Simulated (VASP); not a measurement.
The system is SmGaC.

```xyz
3
Lattice="3.7511 0.0000 0.0000 0.0000 3.7902 0.0000 0.0000 0.0000 3.8693" Properties=species:S:1:pos:R:3 pbc="T T T"
Sm    0.0000    0.0000    0.0000
Ga    1.8756    1.8951    1.9346
C     1.8756    1.8951    0.0000
```

The cell was generated, and may not be a known phase.

```yaml
Program: VASP 6.6.1
Task: relaxation of cell and atoms
Functional: PBE
Potentials_or_basis: VASP PAW PBE potentials, release 64 (Sm_3, Ga_d, C), 4f in core
Cutoff: 600 eV
k_mesh: 12 × 12 × 12
Occupations: gaussian, width 0.1 eV
Spin: no spin polarisation
```

At the start: pressure -1.9 GPa; volume 18.34 Å³/atom.

Task: How do energy, volume and symmetry change on relaxing?

Result: Over 6 steps the energy falls by 18.4 meV/atom and the volume is 17.92 Å³/atom (-2.3 %); space group P4/mmm (No. 123, to 0.1 Å) before and after.

Step by step:
```csv
step,energy change (eV),largest force (eV/Å),pressure (GPa),volume (Å³)
1,0.0000,0.0000,-1.90,55.01
2,-0.0531,0.0000,0.95,53.26
3,-0.0531,0.0000,0.91,53.28
4,-0.0548,0.0000,-0.36,53.97
5,-0.0551,0.0000,-0.03,53.77
6,-0.0551,0.0000,-0.01,53.76
```

Final structure:
```yaml
crystal:
  lattice:
    - [3.67904, 0.00000, 0.00000]
    - [0.00000, 3.68239, 0.00000]
    - [0.00000, 0.00000, 3.96827]
  atoms:
    - { symbol: Sm, position: [0.00000, 0.00000, 0.00000] }
    - { symbol: Ga, position: [0.50000, 0.50000, 0.50000] }
    - { symbol: C, position: [0.50000, 0.50000, 0.00000] }
```
